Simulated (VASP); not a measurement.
# PbS (Fm-3m) in VASP: settings compared

Aim: see how the results for PbS move with the level of theory and the settings. Levels: PBE, revPBE+D4, RPBE. Tasks: single point.

Everything below comes from runs of VASP 6.6.1. Logs are shortened: lines on timing, memory, paths and dates and some standing lists are left out, and cuts for length are marked.

**1. The cell of the first run**

It takes space group Fm-3m (No. 225, cubic). The conventional cell has a = 5.931 Å, b = 5.931 Å, c = 5.931 Å, α = 90.00°, β = 90.00°, γ = 90.00°. Pb (site symmetry m-3m) has 6 S at 2.97 Å within 3.9 Å. S (site symmetry m-3m) has 6 Pb at 2.97 Å within 3.9 Å.

**2. Single point, PBE**

INCAR reads:

```
SYSTEM = PbS
PREC = Accurate ; ENCUT = 520
EDIFF = 1E-6 ; ISMEAR = 0
SIGMA = 0.014 ; LREAL = .False.
LASPH = .True. ; NELM = 100
ALGO = Normal ; ISIF = 2
LWAVE = .False. ; LCHARG = .True.
GGA = PE ; LELF = .True.
LVHAR = .True. ; NBANDS = 17
```

KPOINTS reads:

```
regular mesh
0
Gamma
  8 8 8
  0 0 0
```

POSCAR reads:

```
PbS
1.0
    0.0000000000      2.9657500000      2.9657500000
    2.9657500000      0.0000000000      2.9657500000
    2.9657500000      2.9657500000      0.0000000000
Pb S
1 1
Direct
    0.0000000000      0.0000000000      0.0000000000
    0.5000000000      0.5000000000      0.5000000000
```

Potentials or basis: VASP PAW PBE potentials, release 64 (Pb_d, S).

The run is started by

```console
$ cat potpaw_PBE.64/Pb_d/POTCAR potpaw_PBE.64/S/POTCAR > POTCAR
$ mpirun -np 1 vasp_std > vasp.out
```

OUTCAR:

```text
SYSTEM = PbS
   PREC = Accurate
   ENCUT = 520
   EDIFF = 1E-6
   ISMEAR = 0
   LREAL = .False.
   LASPH = .True.
   NELM = 100
   ISIF = 2
   GGA = PE

 ion  position               nearest neighbor table
   1  0.000  0.000  0.000-   2 2.97   2 2.97   2 2.97   2 2.97   2 2.97   2 2.97
   2  0.500  0.500  0.500-   1 2.97   1 2.97   1 2.97   1 2.97   1 2.97   1 2.97

  LATTYP: Found a face centered cubic cell.
 ALAT       =     5.9315000000

  Lattice vectors:

 A1 = (   0.0000000000,   2.9657500000,   2.9657500000)
 A2 = (   2.9657500000,   0.0000000000,   2.9657500000)
 A3 = (   2.9657500000,   2.9657500000,   0.0000000000)

Analysis of symmetry for initial positions (statically):
=====================================================================
 Subroutine PRICEL returns:
 Original cell was already a primitive cell.

 Routine SETGRP: Setting up the symmetry group for a
 face centered cubic supercell.

 Subroutine GETGRP returns: Found 48 space group operations
 (whereof 48 operations were pure point group operations)
 out of a pool of 48 trial point group operations.

The static configuration has the point symmetry O_h .

Analysis of symmetry for dynamics (positions and initial velocities):
=====================================================================
 Subroutine PRICEL returns:
 Original cell was already a primitive cell.

 Routine SETGRP: Setting up the symmetry group for a
 face centered cubic supercell.

 Subroutine GETGRP returns: Found 48 space group operations
 (whereof 48 operations were pure point group operations)
 out of a pool of 48 trial point group operations.

The dynamic configuration has the point symmetry O_h .

 Subroutine INISYM returns: Found 48 space group operations
 (whereof 48 operations are pure point group operations),
 and found     1 'primitive' translations

----------------------------------------------------------------------------------------

                                     Primitive cell

  volume of cell :      52.1715

  direct lattice vectors                    reciprocal lattice vectors
     0.000000000  2.965750000  2.965750000    -0.168591419  0.168591419  0.168591419
     2.965750000  0.000000000  2.965750000     0.168591419 -0.168591419  0.168591419
     2.965750000  2.965750000  0.000000000     0.168591419  0.168591419 -0.168591419

  length of vectors
     4.194203873  4.194203873  4.194203873     0.292008903  0.292008903  0.292008903

  position of ions in fractional coordinates (direct lattice)
     0.000000000  0.000000000  0.000000000
     0.500000000  0.500000000  0.500000000

  ion indices of the primitive-cell ions
   primitive index   ion index
                 1           1
                 2           2

----------------------------------------------------------------------------------------

 KPOINTS: regular mesh

Automatic generation of k-mesh.
 Grid dimensions read from file:
 generate k-points for:    8    8    8

 Generating k-lattice:

  Cartesian coordinates                     Fractional coordinates (reciprocal lattice)
    -0.021073927  0.021073927  0.021073927     0.125000000  0.000000000  0.000000000
     0.021073927 -0.021073927  0.021073927     0.000000000  0.125000000  0.000000000
     0.021073927  0.021073927 -0.021073927     0.000000000  0.000000000  0.125000000

  Length of vectors
     0.036501113  0.036501113  0.036501113

  Shift w.r.t. Gamma in fractional coordinates (k-lattice)
     0.000000000  0.000000000  0.000000000

 Subroutine IBZKPT returns following result:
 ===========================================

 Found     29 irreducible k-points:

 Following reciprocal coordinates:
            Coordinates               Weight
  0.000000  0.000000  0.000000      1.000000
  0.125000  0.000000  0.000000      8.000000
  0.250000  0.000000  0.000000      8.000000
  0.375000  0.000000  0.000000      8.000000
  0.500000  0.000000  0.000000      4.000000
  0.125000  0.125000  0.000000      6.000000
[... 16 lines left out ...]
  0.500000  0.250000  0.125000     48.000000
 -0.375000  0.250000  0.125000     24.000000
 [... further k-points ...]
   k-points           NKPTS =     29   k-points in BZ     NKDIM =     29   number of bands    NBANDS=     17
   number of dos      NEDOS =    301   number of ions     NIONS =      2
   total plane-waves  NPLWV =  32768
   dimension x,y,z NGX =    32 NGY =   32 NGZ =   32
   dimension x,y,z NGXF=    64 NGYF=   64 NGZF=   64
   ions per type =               1   1
   NGX,Y,Z   is equivalent  to a cutoff of  12.68, 12.68, 12.68 a.u.
   NGXF,Y,Z  is equivalent  to a cutoff of  25.37, 25.37, 25.37 a.u.
 SYSTEM =  PbS
   PREC   = accura    normal or accurate (medium, high low for compatibility)
   ISTART =      0    job   : 0-new  1-cont  2-samecut
   ICHARG =      2    charge: 1-file 2-atom 10-const
   ISPIN  =      1    spin polarized calculation?
   LNONCOLLINEAR =      F non collinear calculations
   LSORBIT =      F    spin-orbit coupling
   LASPH  =      T    aspherical Exc in radial PAW
   ENCUT  =  520.0 eV  38.22 Ry    6.18 a.u.   7.80  7.80  7.80*2*pi/ulx,y,z
   NELM   =    100;   NELMIN=  2; NELMDL= -5     # of ELM steps
   EDIFF  = 0.1E-05   stopping-criterion for ELM
   LREAL  =      F    real-space projection
   EDIFFG = 0.1E-04   stopping-criterion for IOM
   NSW    =      0    number of steps for IOM
   IBRION =     -1    ionic relax: 0-MD 1-quasi-New 2-CG
   NFREE  =      0    steps in history (QN), initial steepest desc. (CG)
   ISIF   =      2    stress and relaxation
   ISYM   =      2    0-nonsym 1-usesym 2-fastsym
   POTIM  = 0.5000    time-step for ionic-motion
   TEBEG  =    0.0;   TEEND  =   0.0 temperature during run
   PSTRESS=    0.0 pullay stress
   NELECT =      20.0000    total number of electrons
   NUPDOWN=      -1.0000    fix difference up-down
   EMIN   =  10.00;   EMAX   =-10.00  energy-range for DOS
   EFERMI =   0.00;   METHOD = LEGACY
   ISMEAR =     0;   SIGMA  =   0.01  broadening in eV -4-tet -1-fermi 0-gaus
   EFERMI_NEDOS =   21; number of points for ismear=-14 and -15
   IALGO  =     38    algorithm
   IMIX   =      4    mixing-type and parameters
     AMIX     =   0.40;   BMIX     =  1.00
     AMIX_MAG =   1.60;   BMIX_MAG =  1.00
  volume/ion in A,a.u.               =      26.09       176.04
  Fermi-wavevector in a.u.,A,eV,Ry     =   1.189251  2.247359 19.242973  1.414319
  Thomas-Fermi vector in A             =   2.325363
   LORBIT       =      0    0 simple, 1 ext, 2 COOP (PROOUT), +10 PAW based schemes
   GGA     = PE    functional components
   LHFCALC =     F    Hartree Fock is set to
   AEXX    =    0.0000 exact exchange contribution
   IVDW    =     0    specifies the selected vdW correction
   LEPSILON=     F    determine dielectric tensor
   LRPA    =     F    only Hartree local field effects (RPA)
 non-spin polarized calculation
 Gauss-broadening in eV      SIGMA  =   0.01
  energy-cutoff  :      520.00
  volume of cell :       52.17
 maximum number of plane-waves:      1424
   NGX = 15   NGY = 15   NGZ = 15

 number of electron      19.9999998 magnetization

 Free energy of the ion-electron system (eV)
  ---------------------------------------------------
  ext. energy  EPLUGINS =         0.00000000
  ---------------------------------------------------
  free energy    TOTEN  =        -8.75604595 eV

  energy without entropy =       -8.75604595  energy(sigma->0) =       -8.75604595

 E-fermi :   5.9473     XC(G=0):  -9.6823

 val. band max:        5.8229542094   @ k =   0.5000   0.0000   0.0000
 cond. band min:       6.1871647579   @ k =   0.5000   0.0000   0.0000
 fundamental gap:      0.3642105485
 Fermi energy:         5.9472978930

 k-point     1 :       0.0000    0.0000    0.0000
  band No.  band energies     occupation
      1     -11.0015      2.00000
      2     -11.0015      2.00000
      3     -11.0015      2.00000
      4     -10.9851      2.00000
      5     -10.9851      2.00000
      6      -7.7750      2.00000
[... 9 lines left out ...]
     16      12.5530      0.00000
     17      14.4808      0.00000

 k-point     2 :       0.1250    0.0000    0.0000
  band No.  band energies     occupation
      1     -11.0008      2.00000
      2     -10.9986      2.00000
      3     -10.9986      2.00000
      4     -10.9858      2.00000
      5     -10.9858      2.00000
      6      -7.6418      2.00000
[... 9 lines left out ...]
     16      12.9237      0.00000
     17      15.6801      0.00000

 k-point     3 :       0.2500    0.0000    0.0000
  band No.  band energies     occupation
      1     -11.0047      2.00000
      2     -11.0047      2.00000
      3     -10.9994      2.00000
      4     -10.9744      2.00000
      5     -10.9744      2.00000
      6      -7.2721      2.00000
[... 9 lines left out ...]
     16      13.7740      0.00000
     17      17.7174      0.00000

 k-point     4 :       0.3750    0.0000    0.0000
  band No.  band energies     occupation
      1     -11.0146      2.00000
      2     -11.0146      2.00000
      3     -10.9986      2.00000
      4     -10.9590      2.00000
      5     -10.9590      2.00000
      6      -6.7922      2.00000
[... 9 lines left out ...]
     16      14.9996      0.00000
     17      17.6177      0.00000
[... 343 lines left out ...]
      1     -11.0336      2.00000
      2     -11.0051      2.00000
      3     -10.9915      2.00000
      4     -10.9725      2.00000
      5     -10.9631      2.00000
      6      -6.9514      2.00000
[... 9 lines left out ...]
     16      15.6936      0.00000
     17      16.0127      0.00000

 k-point    23 :       0.5000    0.2500    0.1250
  band No.  band energies     occupation
      1     -11.0490      2.00000
      2     -10.9999      2.00000
      3     -10.9940      2.00000
      4     -10.9675      2.00000
      5     -10.9561      2.00000
      6      -6.5237      2.00000
[... 9 lines left out ...]
     16      16.1059      0.00000
     17      17.1199      0.00000

 k-point    24 :      -0.3750    0.2500    0.1250
  band No.  band energies     occupation
      1     -11.0546      2.00000
      2     -11.0025      2.00000
      3     -10.9855      2.00000
      4     -10.9724      2.00000
      5     -10.9514      2.00000
      6      -6.3074      2.00000
[... 9 lines left out ...]
     16      16.7388      0.00000
     17      17.0015      0.00000

 [... further k-points ...]

------------------------ aborting loop because EDIFF is reached ----------------------------------------

  FORCE on cell =-STRESS in cart. coord.  units (eV):
  Direction    XX          YY          ZZ          XY          YZ          ZX
  --------------------------------------------------------------------------------------
  -------------------------------------------------------------------------------------
  Total        0.6976851      0.6976851      0.6976851      0.0000000      0.0000000      0.0000000
  in kB       21.4257675     21.4257675     21.4257675      0.0000000      0.0000000      0.0000000
  external PRESSURE =      21.4257675 kB  Pullay stress =       0.0000000 kB

 VOLUME and BASIS-vectors are now :
 -----------------------------------------------------------------------------
  energy-cutoff  :      520.00
  volume of cell :       52.17
      direct lattice vectors                 reciprocal lattice vectors
     0.000000000  2.965750000  2.965750000    -0.168591419  0.168591419  0.168591419
     2.965750000  0.000000000  2.965750000     0.168591419 -0.168591419  0.168591419
     2.965750000  2.965750000  0.000000000     0.168591419  0.168591419 -0.168591419

 POSITION                                       TOTAL-FORCE (eV/Angst)
 -----------------------------------------------------------------------------------
      0.00000      0.00000      0.00000         0.000000      0.000000      0.000000
      2.96575      2.96575      2.96575        -0.000000     -0.000000     -0.000000
 -----------------------------------------------------------------------------------
    total drift:                                0.000000     -0.000000     -0.000000

  FREE ENERGIE OF THE ION-ELECTRON SYSTEM (eV)
  ---------------------------------------------------
  free  energy   TOTEN  =        -8.7560459526 eV

  energy  without entropy=       -8.7560459526  energy(sigma->0) =       -8.75604595
```

Wall time 13 s (1 thread of Intel Xeon Platinum 8488C (Sapphire Rapids), shared host); peak memory 0.18 GiB.

Results:

- Free energy: -8.7560 eV
- Pressure: 2.1 GPa
- Band gap on the k mesh: 0.36 eV

Levels at points of the mesh, in eV from the valence-band top:
| k point | band 6 | band 7 | band 8 | band 9 | band 10 | band 11 | band 12 | band 13 | band 14 | band 15 |
| --- | --- | --- | --- | --- | --- | --- | --- | --- | --- | --- |
| (0.00, 0.00, 0.00) | -13.60 | -6.04 | -2.17 | -2.17 | -2.17 | 5.21 | 5.21 | 5.21 | 6.73 | 6.73 |
| (0.50, 0.00, 0.00) | -12.36 | -8.85 | -1.78 | -1.78 | 0.00 | 0.36 | 1.96 | 1.96 | 8.66 | 10.12 |
| (0.50, 0.50, 0.00) | -11.93 | -7.20 | -5.20 | -3.44 | -3.44 | 3.86 | 5.58 | 5.68 | 5.68 | 11.17 |

Caveat: spin-orbit coupling is left out, which moves the levels of the heavy elements. A k mesh can miss the band edges.

(Part 1 of 2 ends here.)
